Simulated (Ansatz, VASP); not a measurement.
# One calculation of Cu, two programs

POSCAR

```
Cu
1.0
    4.1188619573      0.0000000000      0.0000000000
   -2.0594309787      3.5670390897      0.0000000000
    0.0000000000      0.0000000000      2.4722589632
Cu
3
Direct
    1.0000000000      1.0000000000      0.0000000000
    0.3333333333      0.6666666667      0.5000000000
    0.6666666667      0.3333333333      0.5000000000
```

Contents of INCAR.step1:

```
PREC = Accurate ; ENCUT = 520
ISMEAR = -1 ; SIGMA = 0.1
LREAL = False ; LASPH = True
NELM = 80 ; NBANDS = 24
GGA = PE ; ALGO = Normal
EDIFF = 1E-4 ; LWAVE = True
LCHARG = False
```

INCAR.step2

```
PREC = Accurate ; ENCUT = 520
EDIFF = 1E-6 ; ISMEAR = -1
SIGMA = 0.1 ; LREAL = False
LASPH = True ; NELM = 80
ALGO = Normal ; ISIF = 2
LWAVE = False ; LCHARG = False
METAGGA = R2SCAN ; LMIXTAU = True
NBANDS = 24 ; ISTART = 1
```

KPOINTS

```
Automatic mesh
0
Gamma
  10 10 14
```

Input for Ansatz:

```yaml
crystal:
  lattice:
    - [4.1188619573, 0.0, 0.0]
    - [-2.0594309787, 3.5670390897, 0.0]
    - [0.0, 0.0, 2.4722589632]
  atoms:
    - { symbol: Cu, position: [1.0, 1.0, 0.0] }
    - { symbol: Cu, position: [0.3333333333, 0.6666666667, 0.5] }
    - { symbol: Cu, position: [0.6666666667, 0.3333333333, 0.5] }
hamiltonian:
  xc: r2scan
  pseudopotentials:
    kind: paw
    azcp:
      Cu: "pseudopotentials/Cu.paw.azcp"
basis:
  ecutwfc: 500
  fft_grid_basis: typed
kpoints:
  mp_grid: { grid: [10, 10, 14], shift: [0, 0, 0] }
magnetization:
  spin_polarized: false
scf:
  occupations: { method: fermi_dirac, width: 0.1 }
  lower_state_search: "off"
output:
  stress: true
```

Alike in both runs: task single point; functional r2SCAN; k mesh 10 × 10 × 14; occupations fermi-dirac, width 0.1 eV; no spin polarisation.

|  | VASP | Ansatz |
| --- | --- | --- |
| version | VASP 6.6.1 | Ansatz 0.2.0 |
| potentials or method | VASP PAW PBE potentials, release 64 (Cu), cutoff 520 eV | plane waves (500 eV) with PAW, scalar-relativistic |
| valence electrons in the cell | 33 | 57 |

```csv
,VASP,Ansatz,Ansatz less VASP
pressure (GPa),-4.9,-5.5,-0.58
"traceless stress, the component that is largest in VASP (GPa)",-0.30,-0.21,+0.082
```

VASP's potentials were made for PBE, not for r2SCAN. With one functional, cell and mesh, what is left measures potentials, basis and numerics. VASP's potentials hold 33 valence electrons a cell and Ansatz's 57, so a difference there can come from the potentials and not from the codes.
